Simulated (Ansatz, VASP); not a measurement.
One calculation of CaCdC2N2, two programs

The input INCAR:

```
PREC = Accurate
ENCUT = 600
EDIFF = 1E-6
ISMEAR = 0
SIGMA = 0.1
LREAL = False
LASPH = True
NELM = 120
ALGO = Normal
ISIF = 2
LWAVE = False
LCHARG = True
GGA = PE
LELF = True
LVHAR = True
NBANDS = 33
GGA_COMPAT = False
```

Contents of KPOINTS:

```
Automatic mesh
0
Gamma
  6 4 2
```

Contents of POSCAR:

```
CaCdC2N2
1.0
    4.0196998200      0.0000000000      0.0000000000
    1.7894105400      4.3701136500      0.0000000000
    0.4491504200      2.2183620700      8.5143271000
Ca Cd C N
1 1 2 2
Direct
    0.5000000000      0.0000000000      0.5000000000
    0.0000000000      0.0000000000      0.0000000000
    0.1859319800      0.6281360300      0.1859319800
    0.8140680200      0.3718639700      0.8140680200
    0.2946478300      0.4107043300      0.2946478300
    0.7053521700      0.5892956700      0.7053521700
```

Input for Ansatz:

```yaml
crystal:
  lattice:
    - [4.01969982, 0.0, 0.0]
    - [1.78941054, 4.37011365, 0.0]
    - [0.44915042, 2.21836207, 8.5143271]
  atoms:
    - { symbol: Ca, position: [0.5, 0.0, 0.5] }
    - { symbol: Cd, position: [0.0, 0.0, 0.0] }
    - { symbol: C, position: [0.18593198, 0.62813603, 0.18593198] }
    - { symbol: C, position: [0.81406802, 0.37186397, 0.81406802] }
    - { symbol: "N", position: [0.29464783, 0.41070433, 0.29464783] }
    - { symbol: "N", position: [0.70535217, 0.58929567, 0.70535217] }
basis:
  ecutwfc: 420
kpoints:
  mp_grid: { grid: [6, 4, 2] }
hamiltonian:
  xc: pbe
scf:
  occupations: { method: gaussian, width: 0.1 }
  lower_state_search: "off"
output:
  forces: true
  stress: true
  eigenvalues: true
```

Alike in both runs: task single point; functional PBE; k mesh 6 × 4 × 2; occupations gaussian, width 0.1 eV; no spin polarisation.

```csv
,VASP,Ansatz
version,VASP 6.6.1,Ansatz 0.2.0
potentials or method,"VASP PAW PBE potentials, release 64 (Ca_sv, Cd_sv_GW, C, N), cutoff 600 eV","scalar-relativistic, plane waves, PAW"
valence electrons in the cell,48,48
```

|  | VASP | Ansatz | Ansatz less VASP |
| --- | --- | --- | --- |
| gap on the k mesh at the Fermi level (eV) | none | none | - |
| pressure (GPa) | 3.2 | 3.1 | -0.15 |
| traceless stress, the component that is largest in VASP (GPa) | -5.99 | -5.47 | +0.514 |
| rms of the force components (eV/Å) | 0.535 | 0.371 | -0.1643 |

Atom by atom the forces differ by 0.166 eV/Å (rms over components). A gap of «none» marks a metal or a gap that the smearing closes.

The k mesh is coarse, so the values compare programs but aren't converged. Noted on VASP's run: the standard files for N, O and F lose accuracy on very short bonds.
